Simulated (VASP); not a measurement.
Sr: single point with PBE

Crystal: Sr.

```xyz
2
Lattice="4.3338 0.0061 -0.0075 -2.1616 3.7441 0.0000 -0.0123 -0.0071 7.2947" Properties=species:S:1:pos:R:3 pbc="T T T"
Sr    0.1400    2.5769    2.0191
Sr    2.0199    1.1662    5.2680
```

This cell differs from its parent crystal: strained and its atoms moved.

* Program: VASP 6.6.1
* Task: single point
* Functional: PBE
* Potentials or basis: VASP PAW PBE potentials, release 64 (Sr_sv)
* Cutoff: 520 eV
* k mesh: 10 × 10 × 6
* Occupations: gaussian, width 0.1 eV
* Spin: no spin polarisation
* Dipole correction: no
* Further INCAR settings: ALGO = Fast; EDIFF = 1e-06; NBANDS = 17

```json
{
 "Pressure": "-0.4 GPa",
 "Largest force": "0.433 eV/Å",
 "Band gap on the k mesh": "zero (bands 10 and 11 overlap by 0.18 eV)"
}
```

Forces on the atoms (eV/Å):
```
Sr  -0.064 -0.037 -0.427
Sr   0.064  0.037  0.427
```

Stress tensor (GPa, compression positive):
```
-0.68 -0.37  0.15
-0.37 -0.25  0.09
 0.15  0.09 -0.24
```

Levels at points of the mesh, in eV from the Fermi level:
```
           k point  band 6  band 7  band 8  band 9  band 10  band 11  band 12  band 13  band 14  band 15
(0.00, 0.00, 0.00)  -18.66  -18.65  -18.65   -3.54    -1.20    -0.11     2.07     2.15     2.24     2.54
(0.50, 0.00, 0.00)  -18.73  -18.68  -18.67   -1.19    -0.49     0.04     0.14     1.45     2.08     2.09
(0.00, 0.50, 0.00)  -18.71  -18.70  -18.68   -1.02    -0.62     0.22     0.34     1.02     1.63     2.25
(0.00, 0.00, 0.50)  -18.66  -18.66  -18.66   -2.87    -2.50     0.73     1.63     2.17     2.21     2.21
(0.50, 0.00, 0.50)  -18.72  -18.69  -18.68   -0.78    -0.69     0.04     0.11     1.13     1.81     2.53
(0.00, 0.50, 0.50)  -18.70  -18.69  -18.68   -0.81    -0.79     0.27     0.28     0.94     1.41     2.71
```

Wall time 3 min on 1 thread of Intel(R) Xeon(R) 6975P-C (Granite Rapids), on a shared host, peak memory 0.43 GiB.

Caveat: the cell differs from its parent crystal (strained and its atoms moved).
